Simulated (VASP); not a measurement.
# BN (F-43m) in VASP: notebook

Runs on BN. Level: PBEsol. Tasks: relaxation of cell and atoms, single point.

Program: VASP 6.6.1. These are calculated values, not measurements. Logs are shortened: lines on timing, memory, paths and dates and some standing lists are left out, and cuts for length are marked.

### 1 The cell of the first run

Symmetry: F-43m, No. 216, cubic system. The conventional cell has a = 3.606 Å, b = 3.606 Å, c = 3.606 Å, α = 90.00°, β = 90.00°, γ = 90.00°. Within 2.1 Å of B (site symmetry -43m) lie 4 N at 1.56 Å. Within 2.1 Å of N (site symmetry -43m) lie 4 B at 1.56 Å.

### 2 Relaxation of cell and atoms, PBEsol, target pressure 16 GPa, at which the enthalpy is minimised

Contents of INCAR:

```
PREC     = Accurate       # precision mode
ENCUT    = 600            # plane-wave cutoff, eV
EDIFF    = 1E-7           # SCF threshold, eV
ISMEAR   = 0              # smearing method
SIGMA    = 0.01           # smearing width, eV
LREAL    = F              # projectors in reciprocal space
LASPH    = T              # aspherical terms in the spheres
NELM     = 80             # most SCF steps
ALGO     = Normal         # electronic algorithm
ISIF     = 3              # what is computed and relaxed
LWAVE    = F              # write WAVECAR
LCHARG   = F              # write CHGCAR
GGA      = PS             # functional
IBRION   = 2              # ionic algorithm
NSW      = 80             # ionic steps
EDIFFG   = -0.001         # ionic threshold
PSTRESS  = 160.0
```

Contents of KPOINTS:

```
regular mesh
0
Gamma
  12 12 12
```

Contents of POSCAR:

```
BN
1.0
    0.0000000000      1.8028454611      1.8028454611
    1.8028454611      0.0000000000      1.8028454611
    1.8028454611      1.8028454611      0.0000000000
B N
1 1
Direct
    0.0000000000      0.0000000000      0.0000000000
    0.7500000000      0.7500000000      0.7500000000
```

Potentials or basis: VASP PAW PBE potentials, release 64 (B, N).

Launch:

```console
$ cat potpaw_PBE.64/B/POTCAR potpaw_PBE.64/N/POTCAR > POTCAR
$ mpirun -np 1 vasp_std > vasp.out
```

OUTCAR:

```text
PREC = Accurate
   ENCUT = 600
   EDIFF = 1E-7
   ISMEAR = 0
   LREAL = F
   LASPH = T
   NELM = 80
   ISIF = 3
   GGA = PS
   IBRION = 2
   NSW = 80
   EDIFFG = -0.001
   PSTRESS = 160.0

 ion  position               nearest neighbor table
   1  0.000  0.000  0.000-   2 1.56   2 1.56   2 1.56   2 1.56
   2  0.750  0.750  0.750-   1 1.56   1 1.56   1 1.56   1 1.56

  LATTYP: Found a face centered cubic cell.
 ALAT       =     3.6056909222

  Lattice vectors:

 A1 = (   0.0000000000,   1.8028454611,   1.8028454611)
 A2 = (   1.8028454611,   0.0000000000,   1.8028454611)
 A3 = (   1.8028454611,   1.8028454611,   0.0000000000)

Analysis of symmetry for initial positions (statically):
=====================================================================
 Subroutine PRICEL returns:
 Original cell was already a primitive cell.

 Routine SETGRP: Setting up the symmetry group for a
 face centered cubic supercell.

 Subroutine GETGRP returns: Found 24 space group operations
 (whereof 24 operations were pure point group operations)
 out of a pool of 48 trial point group operations.

The static configuration has the point symmetry T_d .

Analysis of symmetry for dynamics (positions and initial velocities):
=====================================================================
 Subroutine PRICEL returns:
 Original cell was already a primitive cell.

 Routine SETGRP: Setting up the symmetry group for a
 face centered cubic supercell.

 Subroutine GETGRP returns: Found 24 space group operations
 (whereof 24 operations were pure point group operations)
 out of a pool of 48 trial point group operations.

The dynamic configuration has the point symmetry T_d .

 Subroutine INISYM returns: Found 24 space group operations
 (whereof 24 operations are pure point group operations),
 and found     1 'primitive' translations

----------------------------------------------------------------------------------------

                                     Primitive cell

  volume of cell :      11.7194

  direct lattice vectors                    reciprocal lattice vectors
     0.000000000  1.802845461  1.802845461    -0.277339356  0.277339356  0.277339356
     1.802845461  0.000000000  1.802845461     0.277339356 -0.277339356  0.277339356
     1.802845461  1.802845461  0.000000000     0.277339356  0.277339356 -0.277339356

  length of vectors
     2.549608502  2.549608502  2.549608502     0.480365856  0.480365856  0.480365856

  position of ions in fractional coordinates (direct lattice)
     0.000000000  0.000000000  0.000000000
     0.750000000  0.750000000  0.750000000

  ion indices of the primitive-cell ions
   primitive index   ion index
                 1           1
                 2           2

----------------------------------------------------------------------------------------

 KPOINTS: regular mesh

Automatic generation of k-mesh.
 Grid dimensions read from file:
 generate k-points for:   12   12   12

 Generating k-lattice:

  Cartesian coordinates                     Fractional coordinates (reciprocal lattice)
    -0.023111613  0.023111613  0.023111613     0.083333333  0.000000000  0.000000000
     0.023111613 -0.023111613  0.023111613     0.000000000  0.083333333  0.000000000
     0.023111613  0.023111613 -0.023111613     0.000000000  0.000000000  0.083333333

  Length of vectors
     0.040030488  0.040030488  0.040030488

  Shift w.r.t. Gamma in fractional coordinates (k-lattice)
     0.000000000  0.000000000  0.000000000

 Subroutine IBZKPT returns following result:
 ===========================================

 Found     72 irreducible k-points:

 Following reciprocal coordinates:
            Coordinates               Weight
  0.000000  0.000000  0.000000      1.000000
  0.083333  0.000000  0.000000      8.000000
  0.166667  0.000000  0.000000      8.000000
  0.250000  0.000000  0.000000      8.000000
  0.333333  0.000000  0.000000      8.000000
  0.416667  0.000000  0.000000      8.000000
[... 16 lines left out ...]
  0.500000  0.166667  0.000000     24.000000
 -0.416667  0.166667  0.000000     24.000000
 [... further k-points ...]
   k-points           NKPTS =     72   k-points in BZ     NKDIM =     72   number of bands    NBANDS=      8
   number of dos      NEDOS =    301   number of ions     NIONS =      2
   total plane-waves  NPLWV =   8000
   dimension x,y,z NGX =    20 NGY =   20 NGZ =   20
   dimension x,y,z NGXF=    40 NGYF=   40 NGZF=   40
   ions per type =               1   1
   NGX,Y,Z   is equivalent  to a cutoff of  13.04, 13.04, 13.04 a.u.
   NGXF,Y,Z  is equivalent  to a cutoff of  26.08, 26.08, 26.08 a.u.
 SYSTEM =  unknown system
   PREC   = accura    normal or accurate (medium, high low for compatibility)
   ISTART =      0    job   : 0-new  1-cont  2-samecut
   ICHARG =      2    charge: 1-file 2-atom 10-const
   ISPIN  =      1    spin polarized calculation?
   LNONCOLLINEAR =      F non collinear calculations
   LSORBIT =      F    spin-orbit coupling
   LASPH  =      T    aspherical Exc in radial PAW
   ENCUT  =  600.0 eV  44.10 Ry    6.64 a.u.   5.09  5.09  5.09*2*pi/ulx,y,z
   NELM   =     80;   NELMIN=  2; NELMDL= -5     # of ELM steps
   EDIFF  = 0.1E-06   stopping-criterion for ELM
   LREAL  =      F    real-space projection
   EDIFFG = -.1E-02   stopping-criterion for IOM
   NSW    =     80    number of steps for IOM
   IBRION =      2    ionic relax: 0-MD 1-quasi-New 2-CG
   NFREE  =      1    steps in history (QN), initial steepest desc. (CG)
   ISIF   =      3    stress and relaxation
   ISYM   =      2    0-nonsym 1-usesym 2-fastsym
   POTIM  = 0.5000    time-step for ionic-motion
   TEBEG  =    0.0;   TEEND  =   0.0 temperature during run
   PSTRESS=  160.0 pullay stress
   NELECT =       8.0000    total number of electrons
   NUPDOWN=      -1.0000    fix difference up-down
   EMIN   =  10.00;   EMAX   =-10.00  energy-range for DOS
   EFERMI =   0.00;   METHOD = LEGACY
   ISMEAR =     0;   SIGMA  =   0.01  broadening in eV -4-tet -1-fermi 0-gaus
   EFERMI_NEDOS =   21; number of points for ismear=-14 and -15
   IALGO  =     38    algorithm
   IMIX   =      4    mixing-type and parameters
     AMIX     =   0.40;   BMIX     =  1.00
     AMIX_MAG =   1.60;   BMIX_MAG =  1.00
  volume/ion in A,a.u.               =       5.86        39.54
  Fermi-wavevector in a.u.,A,eV,Ry     =   1.441461  2.723967 28.270331  2.077811
  Thomas-Fermi vector in A             =   2.560091
   LORBIT       =      0    0 simple, 1 ext, 2 COOP (PROOUT), +10 PAW based schemes
   GGA     = PS    functional components
   LHFCALC =     F    Hartree Fock is set to
   AEXX    =    0.0000 exact exchange contribution
   IVDW    =     0    specifies the selected vdW correction
   LEPSILON=     F    determine dielectric tensor
   LRPA    =     F    only Hartree local field effects (RPA)
 conjugate gradient relaxation of ions
 non-spin polarized calculation
 Gauss-broadening in eV      SIGMA  =   0.01
  energy-cutoff  :      600.00
  volume of cell :       11.72
 maximum number of plane-waves:       399
   NGX = 11   NGY = 11   NGZ = 11

--------------------------------------- Ionic step        1  -------------------------------------------

 number of electron       7.9999999 magnetization

 Free energy of the ion-electron system (eV)
  ---------------------------------------------------
  ext. energy  EPLUGINS =         0.00000000
  ---------------------------------------------------
  free energy    TOTEN  =       -18.35071426 eV

  energy without entropy =      -18.35071426  energy(sigma->0) =      -18.35071426

------------------------ aborting loop because EDIFF is reached ----------------------------------------

  FORCE on cell =-STRESS in cart. coord.  units (eV):
  Direction    XX          YY          ZZ          XY          YZ          ZX
  --------------------------------------------------------------------------------------
  -------------------------------------------------------------------------------------
  Total        0.0237572      0.0237572      0.0237572     -0.0000000      0.0000000      0.0000000
  in kB        3.2478866      3.2478866      3.2478866     -0.0000000      0.0000000      0.0000000
  external PRESSURE =    -156.7521134 kB  Pullay stress =     160.0000000 kB

 VOLUME and BASIS-vectors are now :
 -----------------------------------------------------------------------------
  energy-cutoff  :      600.00
  volume of cell :       11.72
      direct lattice vectors                 reciprocal lattice vectors
     0.000000000  1.802845461  1.802845461    -0.277339356  0.277339356  0.277339356
     1.802845461  0.000000000  1.802845461     0.277339356 -0.277339356  0.277339356
     1.802845461  1.802845461  0.000000000     0.277339356  0.277339356 -0.277339356
[... 160 lines left out ...]
  FREE ENERGIE OF THE ION-ELECTRON SYSTEM (eV)
  ---------------------------------------------------
  free  energy   TOTEN  =       -18.3296588531 eV

  energy  without entropy=      -18.3296588531  energy(sigma->0) =      -18.32965885

  enthalpy is  TOTEN    =       -17.2022080579 eV   P V=        1.1274507952

--------------------------------------- Ionic step        6  -------------------------------------------

 number of electron       7.9999998 magnetization

 Free energy of the ion-electron system (eV)
  ---------------------------------------------------
  ext. energy  EPLUGINS =         0.00000000
  ---------------------------------------------------
  free energy    TOTEN  =       -18.32924253 eV

  energy without entropy =      -18.32924253  energy(sigma->0) =      -18.32924253

 E-fermi :   8.0061     XC(G=0): -13.2396

 val. band max:        7.9332023664   @ k =   0.0000   0.0000   0.0000
 cond. band min:      12.2558684012   @ k =   0.5000   0.5000   0.0000
 fundamental gap:      4.3226660347
 Fermi energy:         8.0061449319

 k-point     1 :       0.0000    0.0000    0.0000
  band No.  band energies     occupation
      1     -12.8477      2.00000
      2       7.9332      2.00000
      3       7.9332      2.00000
      4       7.9332      2.00000
      5      16.9079      0.00000
      6      16.9079      0.00000
      7      16.9079      0.00000
      8      18.9449      0.00000

 k-point     2 :       0.0833    0.0000    0.0000
  band No.  band energies     occupation
      1     -12.6716      2.00000
      2       6.9853      2.00000
      3       7.7414      2.00000
      4       7.7414      2.00000
      5      17.1736      0.00000
      6      17.1979      0.00000
      7      17.1979      0.00000
      8      19.4836      0.00000
[... 221 lines left out ...]
 k-point    23 :       0.5000    0.1667    0.0000
  band No.  band energies     occupation
      1      -8.1860      2.00000
      2      -2.2505      2.00000
      3       4.0549      2.00000
      4       4.8939      2.00000
      5      16.8748      0.00000
      6      20.7807      0.00000
      7      20.8633      0.00000
      8      23.4577      0.00000

 k-point    24 :      -0.4167    0.1667    0.0000
  band No.  band energies     occupation
      1      -7.9782      2.00000
      2      -2.5465      2.00000
      3       3.6291      2.00000
      4       5.2286      2.00000
      5      17.3358      0.00000
      6      20.4464      0.00000
      7      20.6449      0.00000
      8      24.1287      0.00000

 [... further k-points ...]
[... 5 lines left out ...]
  --------------------------------------------------------------------------------------
  -------------------------------------------------------------------------------------
  Total        1.1266276      1.1266276      1.1266276     -0.0000000     -0.0000000      0.0000000
  in kB      159.9425555    159.9425555    159.9425555     -0.0000000     -0.0000000      0.0000000
  external PRESSURE =      -0.0574445 kB  Pullay stress =     160.0000000 kB

 VOLUME and BASIS-vectors are now :
 -----------------------------------------------------------------------------
  energy-cutoff  :      600.00
  volume of cell :       11.29
      direct lattice vectors                 reciprocal lattice vectors
     0.000000000  1.780323753  1.780323753    -0.280847795  0.280847795  0.280847795
     1.780323753  0.000000000  1.780323753     0.280847795 -0.280847795  0.280847795
     1.780323753  1.780323753 -0.000000000     0.280847795  0.280847795 -0.280847795

 POSITION                                       TOTAL-FORCE (eV/Angst)
 -----------------------------------------------------------------------------------
      0.00000      1.78032      1.78032        -0.000000     -0.000000     -0.000000
      2.67049      2.67049      2.67049         0.000000      0.000000      0.000000
 -----------------------------------------------------------------------------------
    total drift:                               -0.000000     -0.000000     -0.000000

  FREE ENERGIE OF THE ION-ELECTRON SYSTEM (eV)
  ---------------------------------------------------
  free  energy   TOTEN  =       -18.3292425287 eV

  energy  without entropy=      -18.3292425287  energy(sigma->0) =      -18.32924253

  enthalpy is  TOTEN    =       -17.2022102500 eV   P V=        1.1270322788

 reached required accuracy - stopping structural energy minimisation
```

Wall time 13 s (1 thread of Intel Xeon Platinum 8559C (Emerald Rapids), shared host); peak memory 0.11 GiB.

Results:

```yaml
Free_energy: -18.3292 eV
Relaxed_volume: 5.64 Å³/atom
Relaxed_cell: a = 2.518 Å, b = 2.518 Å, c = 2.518 Å, α = 60.00°, β = 60.00°, γ = 60.00°
Space_group_after_relaxing_to_0.05_Å: F-43m (No. 216)
Energy_change_on_relaxing_the_enthalpy_is_what_falls: +10.7 meV/atom
Ionic_steps: 6
Pressure_after_relaxing: 16.0 GPa
Band_gap_on_the_k_mesh: 4.32 eV, indirect (least direct gap 8.97 eV)
```

Step by step:
```
step  energy change (eV)  largest force (eV/Å)  pressure (GPa)  volume (Å³)
   1              0.0000                0.0000            0.32        11.72
   2              0.1071                0.0000           38.40        10.77
   3              0.0210                0.0000           15.83        11.29
   4              0.0219                0.0000           16.16        11.28
   5              0.0211                0.0000           15.84        11.29
   6              0.0215                0.0000           15.99        11.29
```

Final structure:
```xyz
2
Lattice="0.0000 1.7803 1.7803 1.7803 0.0000 1.7803 1.7803 1.7803 0.0000" Properties=species:S:1:pos:R:3 pbc="T T T"
B     0.0000    1.7803    1.7803
N     2.6705    2.6705    2.6705
```

Caveat: the cell is relaxed towards a set pressure, so the enthalpy falls and the energy may rise; the PAW data sets were made with another functional, which shifts forces and pressure a little. PBEsol gaps usually lie below the measured ones, often by a third to a half.

### 3 Single point, PBEsol

This run uses another cell than the first one, of 5.73 Å³/atom, 0.978 times its volume.

Contents of INCAR:

```
ALGO = Normal
EDIFF = 1E-6
ENCUT = 520
GGA = PS
ISIF = 2
ISMEAR = 0
LASPH = T
LCHARG = F
LREAL = F
LWAVE = F
NBANDS = 11
NELM = 100
PREC = Accurate
SIGMA = 0.01
```

Contents of KPOINTS:

```
k-points
0
Gamma
  12 12 12
```

Contents of POSCAR:

```
BN
1.0
    0.0000000000      1.7894366335      1.7894366335
    1.7894366335      0.0000000000      1.7894366335
    1.7894366335      1.7894366335      0.0000000000
B N
1 1
Direct
    0.0000000000      0.0000000000      0.0000000000
    0.7500000000      0.7500000000      0.7500000000
```

Potentials or basis: VASP PAW PBE potentials, release 64 (B, N).

Launch:

```console
$ cat potpaw_PBE.64/B/POTCAR potpaw_PBE.64/N/POTCAR > POTCAR
$ mpirun -np 1 vasp_std > vasp.out
```

OUTCAR:

```text
EDIFF = 1E-6
   ENCUT = 520
   GGA = PS
   ISIF = 2
   ISMEAR = 0
   LASPH = T
   LREAL = F
   NELM = 100
   PREC = Accurate

 ion  position               nearest neighbor table
   1  0.000  0.000  0.000-   2 1.55   2 1.55   2 1.55   2 1.55
   2  0.750  0.750  0.750-   1 1.55   1 1.55   1 1.55   1 1.55

  LATTYP: Found a face centered cubic cell.
 ALAT       =     3.5788732670

  Lattice vectors:

 A1 = (   0.0000000000,   1.7894366335,   1.7894366335)
 A2 = (   1.7894366335,   0.0000000000,   1.7894366335)
 A3 = (   1.7894366335,   1.7894366335,   0.0000000000)
[... 512 lines left out ...]
      7      20.2543      0.00000
      8      23.7319      0.00000
      9      28.9636      0.00000
     10      33.3034      0.00000
     11      34.9102      0.00000

 [... further k-points ...]
[... 5 lines left out ...]
  --------------------------------------------------------------------------------------
  -------------------------------------------------------------------------------------
  Total        0.6943294      0.6943294      0.6943294     -0.0000000      0.0000000      0.0000000
  in kB       97.0727115     97.0727115     97.0727115     -0.0000000      0.0000000      0.0000000
  external PRESSURE =      97.0727115 kB  Pullay stress =       0.0000000 kB

 VOLUME and BASIS-vectors are now :
 -----------------------------------------------------------------------------
  energy-cutoff  :      520.00
  volume of cell :       11.46
      direct lattice vectors                 reciprocal lattice vectors
     0.000000000  1.789436634  1.789436634    -0.279417550  0.279417550  0.279417550
     1.789436634  0.000000000  1.789436634     0.279417550 -0.279417550  0.279417550
     1.789436634  1.789436634  0.000000000     0.279417550  0.279417550 -0.279417550

 POSITION                                       TOTAL-FORCE (eV/Angst)
 -----------------------------------------------------------------------------------
      0.00000      0.00000      0.00000        -0.000000      0.000000     -0.000000
      2.68415      2.68415      2.68415         0.000000     -0.000000      0.000000
 -----------------------------------------------------------------------------------
    total drift:                               -0.000000     -0.000000     -0.000000

  FREE ENERGIE OF THE ION-ELECTRON SYSTEM (eV)
  ---------------------------------------------------
  free  energy   TOTEN  =       -18.3381735128 eV

  energy  without entropy=      -18.3381735128  energy(sigma->0) =      -18.33817351
```

Run time: 6.2 s. Hardware: 1 thread of Intel Xeon Platinum 8488C (Sapphire Rapids), shared host; peak memory 0.12 GiB.

Results:

* Free energy: -18.3382 eV
* Pressure: 9.7 GPa
* Band gap on the k mesh: 4.31 eV, indirect (least direct gap 8.90 eV)

Caveat: the PAW data sets were made with another functional, which shifts forces and pressure a little.

[end of part 1 of 2]
